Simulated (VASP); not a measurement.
The system is MgSc3.

```
CELL_PARAMETERS angstrom
0.00000 3.68000 3.68000
3.68000 0.00000 3.68000
3.68000 3.68000 0.00000
ATOMIC_POSITIONS crystal
Mg 0.00000 0.00000 0.00000
Sc 0.50000 0.50000 0.50000
Sc 0.25000 0.25000 0.25000
Sc 0.75000 0.75000 0.75000
```

* Program: VASP 6.6.1
* Task: relaxation of cell and atoms
* Functional: LDA
* Potentials or basis: VASP PAW LDA potentials, release 64 (Mg, Sc_sv)
* Cutoff: 600 eV
* k mesh: 5 × 5 × 5
* Occupations: fermi-dirac, width 0.1 eV
* Spin: no spin polarisation

At the start: pressure -5.5 GPa; volume 24.92 Å³/atom.

How do energy, volume and symmetry change on relaxing?

Over 3 steps the energy falls by 52.1 meV/atom and the volume is 22.12 Å³/atom (-11.2 %); space group Fm-3m (No. 225, to 0.1 Å) before and after.

Step by step:
```tsv
step	energy change (eV)	largest force (eV/Å)	pressure (GPa)	volume (Å³)
1	0.0000	0.0000	-5.49	99.67
2	-0.2077	0.0000	0.42	87.86
3	-0.2085	0.0000	0.01	88.48
```

Final structure:
```xyz
4
Lattice="0.0000 3.5368 3.5368 3.5368 0.0000 3.5368 3.5368 3.5368 0.0000" Properties=species:S:1:pos:R:3 pbc="T T T"
Mg    0.0000    0.0000    0.0000
Sc    3.5368    3.5368    3.5368
Sc    1.7684    1.7684    1.7684
Sc    5.3052    5.3052    5.3052
```
